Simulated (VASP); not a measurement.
A run of VASP 6.6.1 is set up as follows.

Contents of POSCAR:

```
AgI
1.0
    0.0000000000      3.3252862019      3.3252862019
    3.3252862019      0.0000000000      3.3252862019
    3.3252862019      3.3252862019      0.0000000000
Ag I
1 1
Direct
    0.0000000000      0.0000000000      0.0000000000
    0.2500000000      0.2500000000      0.2500000000
```

The input INCAR.step1:

```
PREC     = Accurate       # precision mode
ENCUT    = 440            # plane-wave cutoff, eV
ISMEAR   = -1             # smearing method
SIGMA    = 0.02           # smearing width, eV
LREAL    = F              # projectors in reciprocal space
LASPH    = T              # aspherical terms in the spheres
NELM     = 120            # most SCF steps
NBANDS   = 16             # bands
GGA      = PE             # functional
ALGO     = Normal         # electronic algorithm
EDIFF    = 1E-5           # SCF threshold, eV
LWAVE    = T              # write WAVECAR
LCHARG   = F              # write CHGCAR
GGA_COMPAT= F
```

Contents of INCAR.step2:

```
PREC     = Accurate       # precision mode
ENCUT    = 440            # plane-wave cutoff, eV
EDIFF    = 1E-8           # SCF threshold, eV
ISMEAR   = -1             # smearing method
SIGMA    = 0.02           # smearing width, eV
LREAL    = F              # projectors in reciprocal space
LASPH    = T              # aspherical terms in the spheres
NELM     = 120            # most SCF steps
ALGO     = Normal         # electronic algorithm
ISIF     = 2              # what is computed and relaxed
LWAVE    = F              # write WAVECAR
LCHARG   = F              # write CHGCAR
METAGGA  = R2SCAN         # meta-GGA
LMIXTAU  = T            
LEFG     = T            
NBANDS   = 16             # bands
ISTART   = 1            
GGA_COMPAT= F
```

Contents of KPOINTS:

```
regular mesh
0
Gamma
  6 6 6
```

Potentials or basis: VASP PAW PBE potentials, release 64 (Ag, I).

The run is started by

```sh
$ cat potpaw_PBE.64/Ag/POTCAR potpaw_PBE.64/I/POTCAR > POTCAR
$ cp INCAR.step1 INCAR
$ mpirun -np 1 vasp_std > vasp.out
$ cp INCAR.step2 INCAR
$ mpirun -np 1 vasp_std > vasp.out
```

**Question.** What does it give for the band gap on the k mesh?

**Answer.** 1.79 eV, direct.

**Question.** Estimate the pressure.

**Answer.** -1.0 GPa.

Caveat: without QUAD_EFG the Cq values of the log hold for a quadrupole moment of 1 mb, not for the nuclei; the PAW data sets were made with another functional, which shifts forces and pressure a little; spin-orbit coupling is left out, which moves the levels of the heavy elements.
